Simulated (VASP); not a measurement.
A run of VASP 6.6.1:

File INCAR:

```
PREC = Accurate ; ENCUT = 520
EDIFF = 1E-7 ; ISMEAR = 0
SIGMA = 0.1 ; LREAL = False
LASPH = True ; NELM = 100
ALGO = Normal ; ISIF = 2
LWAVE = False ; LCHARG = False
GGA = PE ; NBANDS = 22
```

Contents of KPOINTS:

```
Automatic mesh
0
Gamma
  18 18 4
```

POSCAR

```
Si5F
1.0
    2.6759872182      0.0000000000      0.0000000000
   -1.3379936091      2.3174729111      0.0000000000
    0.0000000000      0.0000000000     13.2200161816
Si F
5 1
Direct
    0.6666666667      0.3333333333      0.8527270779
    0.3333333333      0.6666666667      0.6744492365
    0.6666666667      0.3333333333      0.5000000000
    0.3333333333      0.6666666667      0.3255507635
    0.6666666667      0.3333333333      0.1472729221
    0.3333333333      0.6666666667      0.0000000000
```

Potentials or basis: VASP PAW PBE potentials, release 64 (Si, F).

Command:

```bash
$ cat potpaw_PBE.64/Si/POTCAR potpaw_PBE.64/F/POTCAR > POTCAR
$ mpirun -np 1 vasp_std > vasp.out
```

Hardware: 1 thread of Intel(R) Xeon(R) Platinum 8259CL CPU @ 2.50GHz (Skylake/Cascade Lake), on a shared host.

**Question.** How long does it take, and how much memory?

**Answer.** Run time: 3 min on 1 thread of Intel(R) Xeon(R) Platinum 8259CL CPU @ 2.50GHz (Skylake/Cascade Lake) (shared host), peak memory 0.28 GiB. Counts: scf iterations 15, k points 111.
